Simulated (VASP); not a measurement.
A run of VASP 6.6.1 is set up as follows.

The input INCAR:

```
SYSTEM = Au
PREC     = Accurate       ! precision mode
ENCUT    = 520            ! plane-wave cutoff, eV
EDIFF    = 1E-6           ! SCF threshold, eV
ISMEAR   = -1             ! smearing method
SIGMA    = 0.08           ! smearing width, eV
LREAL    = .False.        ! projectors in reciprocal space
LASPH    = .True.         ! aspherical terms in the spheres
NELM     = 100            ! most SCF steps
ALGO     = Normal         ! electronic algorithm
ISIF     = 2              ! what is computed and relaxed
LWAVE    = .False.        ! write WAVECAR
LCHARG   = .True.         ! write CHGCAR
GGA      = PE             ! functional
LELF     = .True.         ! ELF
LVHAR    = .True.       
NBANDS   = 12             ! bands
```

Contents of KPOINTS:

```
Automatic mesh
0
Gamma
  15 15 14
  0 0 0
```

The input POSCAR:

```
Au
1.0
    2.5016451171      0.0000000000      0.0000000000
   -1.2508225586      2.1664882226      0.0000000000
    0.0000000000      0.0000000000      2.4271870960
Au
1
Direct
    0.0000000000      0.0000000000      0.0000000000
```

Potentials or basis: VASP PAW PBE potentials, release 64 (Au).

Command:

```sh
$ cat potpaw_PBE.64/Au/POTCAR > POTCAR
$ mpirun -np 1 vasp_std > vasp.out
```

Estimate the pressure.

140.3 GPa.

Stress tensor (GPa, compression positive):
```
140.30   0.00   0.00
  0.00 140.30   0.00
  0.00   0.00 140.17
```
